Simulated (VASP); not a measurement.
# TiC in VASP: settings compared

Aim: see how the results for TiC move with the level of theory and the settings. Levels: PBEsol, PBE+D3(BJ). Tasks: relaxation of cell and atoms, single point.

All numbers are computed with VASP 6.6.1; they aren't measurements. Logs are shortened: lines on timing, memory, paths and dates and some standing lists are left out, and cuts for length are marked.

### 1 The cell of the first run

It takes space group Fm-3m (No. 225, cubic). Conventional cell: a = 4.331 Å, b = 4.331 Å, c = 4.331 Å, α = 90.00°, β = 90.00°, γ = 90.00°. Within 2.9 Å of Ti (site symmetry m-3m) lie 6 C at 2.17 Å. Within 2.9 Å of C (site symmetry m-3m) lie 6 Ti at 2.17 Å.

### 2 Relaxation of cell and atoms, PBEsol

Input file INCAR:

```
  PREC = Accurate
  ENCUT = 600
  EDIFF = 1E-6
  ISMEAR = -1
  SIGMA = 0.05
  LREAL = F
  LASPH = T
  NELM = 60
  ALGO = Normal
  ISIF = 3
  LWAVE = F
  LCHARG = F
  GGA = PS
  IBRION = 2
  NSW = 60
  EDIFFG = -0.01
```

Input file KPOINTS:

```
regular mesh
0
Gamma
  11 11 11
```

Input file POSCAR:

```
TiC
1.0
    0.0000000000      2.1657188437      2.1657188437
    2.1657188437      0.0000000000      2.1657188437
    2.1657188437      2.1657188437      0.0000000000
Ti C
1 1
Direct
    0.0000000000      0.0000000000      0.0000000000
    0.5000000000      0.5000000000      0.5000000000
```

Potentials or basis: VASP PAW PBE potentials, release 64 (Ti_sv, C).

On the command line:

```sh
> cat potpaw_PBE.64/Ti_sv/POTCAR potpaw_PBE.64/C/POTCAR > POTCAR
> mpirun -np 1 vasp_std > vasp.out
```

OUTCAR:

```text
PREC = Accurate
   ENCUT = 600
   EDIFF = 1E-6
   ISMEAR = -1
   LREAL = F
   LASPH = T
   NELM = 60
   ISIF = 3
   GGA = PS
   IBRION = 2
   NSW = 60
   EDIFFG = -0.01

 ion  position               nearest neighbor table
   1  0.000  0.000  0.000-   2 2.17   2 2.17   2 2.17   2 2.17   2 2.17   2 2.17
   2  0.500  0.500  0.500-   1 2.17   1 2.17   1 2.17   1 2.17   1 2.17   1 2.17

  LATTYP: Found a face centered cubic cell.
 ALAT       =     4.3314376874

  Lattice vectors:

 A1 = (   0.0000000000,   2.1657188437,   2.1657188437)
 A2 = (   2.1657188437,   0.0000000000,   2.1657188437)
 A3 = (   2.1657188437,   2.1657188437,   0.0000000000)

Analysis of symmetry for initial positions (statically):
=====================================================================
 Subroutine PRICEL returns:
 Original cell was already a primitive cell.

 Routine SETGRP: Setting up the symmetry group for a
 face centered cubic supercell.

 Subroutine GETGRP returns: Found 48 space group operations
 (whereof 48 operations were pure point group operations)
 out of a pool of 48 trial point group operations.

The static configuration has the point symmetry O_h .

Analysis of symmetry for dynamics (positions and initial velocities):
=====================================================================
 Subroutine PRICEL returns:
 Original cell was already a primitive cell.

 Routine SETGRP: Setting up the symmetry group for a
 face centered cubic supercell.

 Subroutine GETGRP returns: Found 48 space group operations
 (whereof 48 operations were pure point group operations)
 out of a pool of 48 trial point group operations.

The dynamic configuration has the point symmetry O_h .

 Subroutine INISYM returns: Found 48 space group operations
 (whereof 48 operations are pure point group operations),
 and found     1 'primitive' translations

----------------------------------------------------------------------------------------

                                     Primitive cell

  volume of cell :      20.3159

  direct lattice vectors                    reciprocal lattice vectors
     0.000000000  2.165718844  2.165718844    -0.230870227  0.230870227  0.230870227
     2.165718844  0.000000000  2.165718844     0.230870227 -0.230870227  0.230870227
     2.165718844  2.165718844  0.000000000     0.230870227  0.230870227 -0.230870227

  length of vectors
     3.062788961  3.062788961  3.062788961     0.399878962  0.399878962  0.399878962

  position of ions in fractional coordinates (direct lattice)
     0.000000000  0.000000000  0.000000000
     0.500000000  0.500000000  0.500000000
[... 90 lines left out ...]
   EMIN   =  10.00;   EMAX   =-10.00  energy-range for DOS
   EFERMI =   0.00;   METHOD = LEGACY
   ISMEAR =    -1;   SIGMA  =   0.05  broadening in eV -4-tet -1-fermi 0-gaus
   EFERMI_NEDOS =   21; number of points for ismear=-14 and -15
   IALGO  =     38    algorithm
   IMIX   =      4    mixing-type and parameters
     AMIX     =   0.40;   BMIX     =  1.00
     AMIX_MAG =   1.60;   BMIX_MAG =  1.00
  volume/ion in A,a.u.               =      10.16        68.55
  Fermi-wavevector in a.u.,A,eV,Ry     =   1.511829  2.856943 31.097854  2.285628
  Thomas-Fermi vector in A             =   2.621834
   LORBIT       =      0    0 simple, 1 ext, 2 COOP (PROOUT), +10 PAW based schemes
   GGA     = PS    functional components
   LHFCALC =     F    Hartree Fock is set to
   AEXX    =    0.0000 exact exchange contribution
   IVDW    =     0    specifies the selected vdW correction
   LEPSILON=     F    determine dielectric tensor
   LRPA    =     F    only Hartree local field effects (RPA)
 conjugate gradient relaxation of ions
 non-spin polarized calculation
  energy-cutoff  :      600.00
  volume of cell :       20.32
 maximum number of plane-waves:       690
   NGX = 13   NGY = 13   NGZ = 13

--------------------------------------- Ionic step        1  -------------------------------------------

 number of electron      16.0000000 magnetization

 Free energy of the ion-electron system (eV)
  ---------------------------------------------------
  ext. energy  EPLUGINS =         0.00000000
  ---------------------------------------------------
  free energy    TOTEN  =       -19.79341432 eV

  energy without entropy =      -19.79099837  energy(sigma->0) =      -19.79220634

------------------------ aborting loop because EDIFF is reached ----------------------------------------

  FORCE on cell =-STRESS in cart. coord.  units (eV):
  Direction    XX          YY          ZZ          XY          YZ          ZX
  --------------------------------------------------------------------------------------
  -------------------------------------------------------------------------------------
  Total       -0.8271166     -0.8271166     -0.8271166      0.0000000      0.0000000      0.0000000
  in kB      -65.2290573    -65.2290573    -65.2290573      0.0000000      0.0000000      0.0000000
  external PRESSURE =     -65.2290573 kB  Pullay stress =       0.0000000 kB
[... 23 lines left out ...]
--------------------------------------- Ionic step        2  -------------------------------------------

 number of electron      16.0000002 magnetization

 E-fermi :  10.0930     XC(G=0): -13.1765

 val. band max:       10.0170282337   @ k =   0.4545   0.4545   0.0000
 cond. band min:      10.1715556000   @ k =   0.3636   0.2727   0.0000
 fundamental gap:      0.1545273663
 Fermi energy:        10.0930372251

 k-point     1 :       0.0000    0.0000    0.0000
  band No.  band energies     occupation
      1     -46.1313      2.00000
      2     -22.2221      2.00000
      3     -22.2221      2.00000
      4     -22.2221      2.00000
      5      -2.6190      2.00000
      6      10.7066      0.00001
      7      10.7066      0.00001
      8      10.7066      0.00001
      9      11.8104      0.00000
     10      11.8104      0.00000
     11      11.8104      0.00000
     12      11.8804      0.00000
[... 380 lines left out ...]
--------------------------------------- Ionic step        3  -------------------------------------------

 number of electron      16.0000003 magnetization

 Free energy of the ion-electron system (eV)
  ---------------------------------------------------
  ext. energy  EPLUGINS =         0.00000000
  ---------------------------------------------------
  free energy    TOTEN  =       -19.80423724 eV

  energy without entropy =      -19.80177231  energy(sigma->0) =      -19.80300477

 E-fermi :   9.6650     XC(G=0): -12.9937

 val. band max:        9.5644151334   @ k =   0.4545   0.4545   0.0000
 cond. band min:       9.7484732865   @ k =   0.3636   0.2727   0.0000
 fundamental gap:      0.1840581531
 Fermi energy:         9.6649856408

 k-point     1 :       0.0000    0.0000    0.0000
  band No.  band energies     occupation
      1     -46.6528      2.00000
      2     -22.7655      2.00000
      3     -22.7655      2.00000
      4     -22.7655      2.00000
      5      -2.8812      2.00000
      6      10.2759      0.00001
      7      10.2759      0.00001
      8      10.2759      0.00001
      9      11.3427      0.00000
     10      11.3427      0.00000
     11      11.3427      0.00000
     12      11.3842      0.00000
[... 374 lines left out ...]
  FREE ENERGIE OF THE ION-ELECTRON SYSTEM (eV)
  ---------------------------------------------------
  free  energy   TOTEN  =       -19.8042372368 eV

  energy  without entropy=      -19.8017723083  energy(sigma->0) =      -19.80300477

 reached required accuracy - stopping structural energy minimisation
```

OSZICAR:

```text
N       E                     dE             d eps       ncg     rms          rms(c)
DAV:   1     0.126606475931E+03    0.12661E+03   -0.92426E+03  1344   0.177E+03
DAV:   2    -0.143309073381E+02   -0.14094E+03   -0.13446E+03  1396   0.402E+02
DAV:   3    -0.246866732890E+02   -0.10356E+02   -0.99720E+01  1800   0.102E+02
DAV:   4    -0.252077707094E+02   -0.52110E+00   -0.52049E+00  1764   0.216E+01
[... 31 lines left out ...]
DAV:   6    -0.198040790351E+02   -0.84382E-03   -0.21200E-03  1844   0.267E-01    0.800E-02
DAV:   7    -0.198042391651E+02   -0.16013E-03   -0.65445E-04  1692   0.232E-01    0.707E-02
DAV:   8    -0.198042310018E+02    0.81633E-05   -0.16113E-04  1388   0.151E-01    0.109E-02
DAV:   9    -0.198042371062E+02   -0.61044E-05   -0.64541E-06  1628   0.242E-02    0.670E-03
DAV:  10    -0.198042372368E+02   -0.13063E-06   -0.47143E-06  1428   0.124E-02
   3 F= -.19804237E+02 E0= -.19803005E+02  d E =-.108229E-01
```

CONTCAR:

```text
TiC
   1.00000000000000
     0.0000000000000000    2.1472695755640281    2.1472695755640281
     2.1472695755640281    0.0000000000000000    2.1472695755640281
     2.1472695755640281    2.1472695755640281    0.0000000000000000
  Ti              C
     1     1
Direct
     0.0000000000000000    0.0000000000000000    0.0000000000000000
     0.5000000000000000    0.5000000000000000    0.5000000000000000

  0.00000000E+00  0.00000000E+00  0.00000000E+00
  0.00000000E+00  0.00000000E+00  0.00000000E+00
```

Run time: 75 s. Hardware: 1 thread of AMD EPYC 7R13, shared host; peak memory 0.12 GiB.

Results:

| Item | Value |
| --- | --- |
| Free energy | -19.8042 eV |
| Relaxed volume | 9.90 Å³/atom |
| Relaxed cell | a = 3.037 Å, b = 3.037 Å, c = 3.037 Å, α = 60.00°, β = 60.00°, γ = 60.00° |
| Space group after relaxing (to 0.1 Å) | Fm-3m (No. 225) |
| Energy gained by relaxing | 5.4 meV/atom |
| Ionic steps | 3 |
| Pressure after relaxing | 0.0 GPa |
| Band gap on the k mesh | zero (bands 8 and 9 overlap by 1.09 eV) |

Step by step:
| step | energy change (eV) | largest force (eV/Å) | pressure (GPa) | volume (Å³) |
| --- | --- | --- | --- | --- |
| 1 | 0.0000 | 0.0000 | -6.52 | 20.32 |
| 2 | 0.0092 | 0.0000 | 9.81 | 19.12 |
| 3 | -0.0108 | 0.0000 | -0.02 | 19.80 |

Final structure:
```yaml
crystal:
  lattice:
    - [0.00000, 2.14727, 2.14727]
    - [2.14727, 0.00000, 2.14727]
    - [2.14727, 2.14727, 0.00000]
  atoms:
    - { symbol: Ti, position: [0.00000, 0.00000, 0.00000] }
    - { symbol: C, position: [0.50000, 0.50000, 0.50000] }
```

Caveat: the PAW data sets were made with another functional, which shifts forces and pressure a little.

### 3 Single point, PBEsol (atoms moved at random)

Input file INCAR:

```
PREC = Accurate
ENCUT = 520
EDIFF = 1E-6
ISMEAR = -1
SIGMA = 0.05
LREAL = False
LASPH = True
NELM = 80
ALGO = Normal
ISIF = 2
LWAVE = False
LCHARG = False
GGA = PS
NBANDS = 15
```

Input file KPOINTS:

```
Automatic mesh
0
Gamma
  11 11 11
```

Input file POSCAR:

```
TiC
1.0
    0.0000000000      2.1657188437      2.1657188437
    2.1657188437      0.0000000000      2.1657188437
    2.1657188437      2.1657188437      0.0000000000
Ti C
1 1
Direct
   -0.0179180000      0.0215340000     -0.0071780000
    0.4843900000      0.5074340000      0.5141740000
```

Potentials or basis: VASP PAW PBE potentials, release 64 (Ti_sv, C).

On the command line:

```sh
> cat potpaw_PBE.64/Ti_sv/POTCAR potpaw_PBE.64/C/POTCAR > POTCAR
> mpirun -np 1 vasp_std > vasp.out
```

It took 5.5 min on 1 thread of AMD EPYC 7R13, shared host; peak memory 0.28 GiB.

It converged, with:

* Free energy: -19.7765 eV
* Pressure: -6.1 GPa
* Largest force: 0.551 eV/Å
* Band gap on the k mesh: zero (bands 8 and 9 overlap by 1.02 eV)

Forces on the atoms (eV/Å):
```
Ti   0.147  0.474 -0.239
C   -0.147 -0.474  0.239
```

Stress tensor (GPa, compression positive):
```
-6.32 -0.13  0.07
-0.13 -5.65  0.21
 0.07  0.21 -6.20
```

Levels at points of the mesh, in eV from the Fermi level:
| k point | band 4 | band 5 | band 6 | band 7 | band 8 | band 9 | band 10 | band 11 | band 12 | band 13 |
| --- | --- | --- | --- | --- | --- | --- | --- | --- | --- | --- |
| (0.00, 0.00, 0.00) | -32.52 | -12.43 | 0.47 | 0.51 | 0.59 | 1.20 | 1.49 | 1.78 | 1.93 | 2.14 |

Caveat: the cell differs from its parent crystal (atoms moved at random); the cell stands under tension; the PAW data sets were made with another functional, which shifts forces and pressure a little.

(Part 1 of 2 ends here.)
